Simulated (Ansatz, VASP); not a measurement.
# Two plane-wave programs on BiTe

```
Bi Te
1.0
     4.59788    0.00000    0.00000
    -2.29894    3.98188    0.00000
     2.29894    1.32729    3.75416
Bi Te
1 1
Direct
  0.00000 0.50000 0.50000
  0.00000 0.00000 0.00000
```

Alike in both runs: task single point; functional PBE; k mesh 9 × 9 × 9; occupations gaussian, width 0.1 eV; no spin polarisation.

|  | VASP | Ansatz |
| --- | --- | --- |
| version | VASP 6.6.1 | Ansatz 0.2.0 |
| potentials or method | VASP PAW PBE potentials, release 64 (Bi_d, Te), cutoff 520 eV | scalar-relativistic, plane waves, PAW |
| valence electrons in the cell | 21 | 31 |

Ansatz gave:

```
gap on the k mesh at the Fermi level (eV) : none
pressure (GPa)                            : 0.0
```

Question: What did VASP give for the same quantities?

Answer: gap on the k mesh at the Fermi level (eV): none; pressure (GPa): -0.1.

A gap of «none» marks a metal or a gap that the smearing closes. VASP's potentials hold 21 valence electrons a cell and Ansatz's 31, so a difference there can come from the potentials and not from the codes.

Neither program's run includes spin-orbit coupling.
